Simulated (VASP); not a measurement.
# TiN in VASP: notebook, part 2 of 2

VASP 6.6.1.

### Step 4. Single point, LDA

This run uses another cell than the first one.

Contents of INCAR:

```
PREC = Accurate
ENCUT = 520
EDIFF = 1E-6
ISMEAR = -1
SIGMA = 0.1
LREAL = F
LASPH = T
NELM = 100
ALGO = Normal
ISIF = 2
LWAVE = F
LCHARG = F
LDIPOL = T
IDIPOL = 3
DIPOL = 0.5 0.5 0.500
GGA = CA
NBANDS = 34
```

Contents of KPOINTS:

```
regular mesh
0
Gamma
  14 14 1
```

Contents of POSCAR:

```
TiN
1.0
    2.9500527470      0.0000000000      0.0000000000
    0.0000000000      2.9500527470      0.0000000000
    0.0000000000      0.0000000000     20.1720000000
Ti N
3 3
Direct
    0.2500000000      0.2500000000      0.3965892176
    0.7500000000      0.7500000000      0.5000000000
    0.2500000000      0.2500000000      0.6034107824
    0.7500000000      0.7500000000      0.3965892176
    0.2500000000      0.2500000000      0.5000000000
    0.7500000000      0.7500000000      0.6034107824
```

Potentials or basis: VASP PAW LDA potentials, release 64 (Ti_sv, N).

Started as:

```console
> cat potpaw_LDA.64/Ti_sv/POTCAR potpaw_LDA.64/N/POTCAR > POTCAR
> mpirun -np 1 vasp_std > vasp.out
```

OUTCAR:

```text
PREC = Accurate
   ENCUT = 520
   EDIFF = 1E-6
   ISMEAR = -1
   LREAL = F
   LASPH = T
   NELM = 100
   ISIF = 2
   GGA = CA

 ion  position               nearest neighbor table
   1  0.250  0.250  0.397-   4 2.09   4 2.09   4 2.09   4 2.09   5 2.09
   2  0.750  0.750  0.500-   5 2.09   5 2.09   5 2.09   5 2.09   6 2.09   4 2.09
   3  0.250  0.250  0.603-   6 2.09   6 2.09   6 2.09   6 2.09   5 2.09
   4  0.750  0.750  0.397-   1 2.09   1 2.09   1 2.09   1 2.09   2 2.09
   5  0.250  0.250  0.500-   2 2.09   2 2.09   2 2.09   2 2.09   3 2.09   1 2.09
   6  0.750  0.750  0.603-   3 2.09   3 2.09   3 2.09   3 2.09   2 2.09

  LATTYP: Found a simple tetragonal cell.
 ALAT       =     2.9500527470
 C/A-ratio  =     6.8378438387

  Lattice vectors:

 A1 = (   2.9500527470,   0.0000000000,   0.0000000000)
 A2 = (   0.0000000000,   2.9500527470,   0.0000000000)
 A3 = (   0.0000000000,   0.0000000000,  20.1720000000)

Analysis of symmetry for initial positions (statically):
=====================================================================
 Subroutine PRICEL returns:
 Original cell was already a primitive cell.

 Routine SETGRP: Setting up the symmetry group for a
 simple tetragonal supercell.

 Subroutine GETGRP returns: Found 16 space group operations
 (whereof  4 operations were pure point group operations)
 out of a pool of 16 trial point group operations.

The static configuration has the point symmetry C_2v.
 The point group associated with its full space group is D_4h.

Analysis of symmetry for dynamics (positions and initial velocities):
=====================================================================
 Subroutine PRICEL returns:
 Original cell was already a primitive cell.

 Routine SETGRP: Setting up the symmetry group for a
 simple tetragonal supercell.

 Subroutine GETGRP returns: Found 16 space group operations
[... 138 lines left out ...]
   LHFCALC =     F    Hartree Fock is set to
   AEXX    =    0.0000 exact exchange contribution
   IVDW    =     0    specifies the selected vdW correction
   LEPSILON=     F    determine dielectric tensor
   LRPA    =     F    only Hartree local field effects (RPA)
 non-spin polarized calculation
  energy-cutoff  :      520.00
  volume of cell :      175.55
 maximum number of plane-waves:      4787
 NGX is ok and might be reduce to    24
   NGX = 11   NGY = 11   NGZ = 75

 dipolmoment           0.000000      0.000000      0.000000 electrons x Angstroem

 number of electron      50.9999998 magnetization

 dipolmoment           0.000000      0.000000     -0.000000 electrons x Angstroem

 Free energy of the ion-electron system (eV)
  ---------------------------------------------------
  ext. energy  EPLUGINS =         0.00000000
  ---------------------------------------------------
  free energy    TOTEN  =       -62.88537719 eV

  energy without entropy =      -62.77516204  energy(sigma->0) =      -62.83026962

 E-fermi :   1.5721     XC(G=0):  -5.3484

 val. band max:        1.5683562414   @ k =   0.1429   0.0000   0.0000
 cond. band min:       1.6088618646   @ k =   0.1429   0.0714   0.0000
 fundamental gap:      0.0405056231
 Fermi energy:         1.5721492214

 k-point     1 :       0.0000    0.0000    0.0000
  band No.  band energies     occupation
      1     -55.6083      2.00000
      2     -55.5959      2.00000
      3     -55.3105      2.00000
      4     -32.5006      2.00000
      5     -32.4031      2.00000
      6     -32.0797      2.00000
[... 877 lines left out ...]
     33       3.7845      0.00000
     34       3.8800      0.00000

 [... further k-points ...]

------------------------ aborting loop because EDIFF is reached ----------------------------------------

 vacuum level on the upper side and lower side of the slab       (xc-potential included)        -0.223        -0.223

  FORCE on cell =-STRESS in cart. coord.  units (eV):
  Direction    XX          YY          ZZ          XY          YZ          ZX
  --------------------------------------------------------------------------------------
  -------------------------------------------------------------------------------------
  Total       -5.0282873     -5.0282873     -3.1375079      0.0000000      0.0000000      0.0000000
  in kB      -45.8904315    -45.8904315    -28.6343214      0.0000000      0.0000000      0.0000000
  external PRESSURE =     -40.1383948 kB  Pullay stress =       0.0000000 kB

 VOLUME and BASIS-vectors are now :
 -----------------------------------------------------------------------------
  energy-cutoff  :      520.00
  volume of cell :      175.55
      direct lattice vectors                 reciprocal lattice vectors
     2.950052747  0.000000000  0.000000000     0.338976990  0.000000000  0.000000000
     0.000000000  2.950052747  0.000000000     0.000000000  0.338976990  0.000000000
     0.000000000  0.000000000 20.172000000     0.000000000  0.000000000  0.049573666

 POSITION                                       TOTAL-FORCE (eV/Angst)
 -----------------------------------------------------------------------------------
      0.73751      0.73751      8.00000        -0.000000      0.000000      1.850822
      2.21254      2.21254     10.08600        -0.000000     -0.000000      0.000000
      0.73751      0.73751     12.17200         0.000000     -0.000000     -1.850822
      2.21254      2.21254      8.00000        -0.000000     -0.000000     -1.111079
      0.73751      0.73751     10.08600         0.000000      0.000000      0.000000
      2.21254      2.21254     12.17200         0.000000      0.000000      1.111079
 -----------------------------------------------------------------------------------
    total drift:                                0.000000      0.000000     -0.000000

  FREE ENERGIE OF THE ION-ELECTRON SYSTEM (eV)
  ---------------------------------------------------
  free  energy   TOTEN  =       -62.8853771932 eV

  energy  without entropy=      -62.7751620431  energy(sigma->0) =      -62.83026962

 vacuum level on the upper side and lower side of the slab         4.542         4.542
```

stdout:

```text
POSCAR found type information on POSCAR TiN
 POSCAR found :  2 types and       6 ions
 scaLAPACK will be used
 LDA part: xc-table for (Slater(with rela. corr.)+CA(PZ))
 , standard interpolation
 POSCAR, INCAR and KPOINTS ok, starting setup
 FFT: planning ... GRIDC
 FFT: planning ... GRID_SOFT
 FFT: planning ... GRID
 WAVECAR not read
 entering main loop
```

Run time: 7.6 min. Hardware: 1 thread of Intel Xeon 8259CL, shared host; peak memory 0.34 GiB.

Results:

```yaml
Free_energy: -62.8854 eV
Largest_force: 1.851 eV/Å
Band_gap_on_the_k_mesh: zero (an odd number of electrons rules out a gap without spin polarisation)
```

Forces on the atoms (eV/Å):
```
Ti   0.000  0.000  1.851
Ti   0.000  0.000  0.000
Ti   0.000  0.000 -1.851
N    0.000  0.000 -1.111
N    0.000  0.000  0.000
N    0.000  0.000  1.111
```

The gap in the log of VASP goes by the Fermi energy; the results here count the filled bands.